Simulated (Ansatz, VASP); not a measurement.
## CdSe in VASP and in Ansatz

```
Cd Se
1.0
     0.01521    3.04895    3.04895
     3.04895    0.01521    3.04895
     3.04895    3.04895    0.01521
Cd Se
1 1
Direct
  0.99950 0.99950 0.99950
  0.75050 0.75050 0.75050
```

Change from the starting cell: equal xy, yz and zx engineering shears of +0.5 %, PAW files.

Alike in both runs: functional PBEsol; k mesh 6 × 6 × 6; no spin polarisation.

Ansatz relaxed the structure, and its values are those at the end. VASP's run is a single point on that final structure, the one shown.

|  | VASP | Ansatz |
| --- | --- | --- |
| version | VASP 6.6.1 | Ansatz 0.2.0 |
| potentials or method | VASP PAW PBE potentials, release 64 (Cd, Se) | PAW with Ansatz's default frozen-core files, scalar-relativistic |
| plane-wave cutoff (eV) | 500 | 420 |
| occupations | gaussian, width 0.01 eV | fixed |
| valence electrons in the cell | 18 | 36 |

```csv
,VASP,Ansatz,Ansatz less VASP
gap on the k mesh at the Fermi level (eV),0.47,0.47,-0.002
pressure (GPa),0.3,0.0,-0.33
```

VASP's potentials were made for PBE, not for PBEsol. VASP's potentials hold 18 valence electrons a cell and Ansatz's 36, so a difference there can come from the potentials and not from the codes.
